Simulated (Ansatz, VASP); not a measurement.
## One calculation of AlRu, two programs

```
CELL_PARAMETERS angstrom
-2.97641 0.00000 -2.97641
0.00000 -2.97641 -2.97641
-2.97641 -2.97641 0.00000
ATOMIC_POSITIONS crystal
Al 0.00000 0.00000 0.00000
Al 0.50000 0.50000 0.50000
Ru 0.27520 0.22480 0.27520
Ru 0.72480 0.77520 0.72480
```

Change from the starting cell: mode 4 (187.9 1/cm) frozen in, largest displacement -0.150 Å.

Alike in both runs: task single point; functional PBEsol; k mesh 18 × 18 × 18; occupations gaussian, width 0.15 eV; no spin polarisation.

```csv
,VASP,Ansatz
version,VASP 6.6.1,Ansatz 0.2.0
potentials or method,"VASP PAW PBE potentials, release 64 (Al, Ru_pv), cutoff 520 eV","scalar-relativistic, plane waves, PAW"
valence electrons in the cell,34,38
```

|  | VASP | Ansatz | Ansatz less VASP |
| --- | --- | --- | --- |
| gap on the k mesh at the Fermi level (eV) | none | none | - |
| pressure (GPa) | 3.9 | 3.8 | -0.10 |
| traceless stress, the component that is largest in VASP (GPa) | 2.25 | 2.25 | +0.003 |
| rms of the force components (eV/Å) | 0.876 | 0.871 | -0.0048 |

VASP's potentials were made for PBE, not for PBEsol. Atom by atom the forces differ by 0.005 eV/Å (rms over components). A gap of «none» marks a metal or a gap that the smearing closes. The functional is the same, so the differences come from potentials, cutoffs and numerics. VASP's potentials hold 34 valence electrons a cell and Ansatz's 38, so a difference there can come from the potentials and not from the codes.
